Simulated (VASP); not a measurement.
Wanted: the native input for a VASP 6.6.1 run.

* Task: single point
* Functional: PBEsol
* Potentials or basis: VASP PAW PBE potentials, release 64 (S)
* Cutoff: 520 eV
* k mesh: 14 × 14 × 12
* Occupations: gaussian, width 0.1 eV
* Spin: no spin polarisation
* Dipole correction: no
* Further INCAR settings: ALGO = Fast; EDIFF = 1e-07; NBANDS = 20

The structure of S lies in POSCAR:

```
S
1.0
    1.6415817112     -7.2050937567      0.0000000000
    1.6415817112      7.2050937567      0.0000000000
    0.0000000000      0.0000000000      3.3245856383
S
4
Direct
    0.1261074534      0.8738925466      1.0000011175
    0.6261074534      0.3738925466      0.4999988825
    0.8738925466      0.1261074534     -0.0000011175
    0.3738925466      0.6261074534      0.5000011175
```

These files were run (other wordings do the same):

INCAR

```
ALGO = Fast
EDIFF = 1E-7
ENCUT = 520
GGA = PS
ISIF = 2
ISMEAR = 0
LASPH = T
LCHARG = F
LREAL = F
LWAVE = F
NBANDS = 20
NELM = 80
PREC = Accurate
SIGMA = 0.1
```

KPOINTS

```
k-points
0
Gamma
  14 14 12
```

Potentials or basis: VASP PAW PBE potentials, release 64 (S).

Launch:

```sh
$ cat potpaw_PBE.64/S/POTCAR > POTCAR
$ mpirun -np 1 vasp_std > vasp.out
```

Results of the run:

```json
{"Pressure": "0.0 GPa", "Band gap on the k mesh": "zero (band 12 reaches 6.71 eV, above the bottom of band 13 at 3.41 eV)"}
```

Caveat: the PAW data sets were made with another functional, which shifts forces and pressure a little.

It took 12 min on 1 thread of AMD EPYC 9R45 96-Core Processor (Zen 5), with other jobs on the host, peak memory 0.54 GiB.
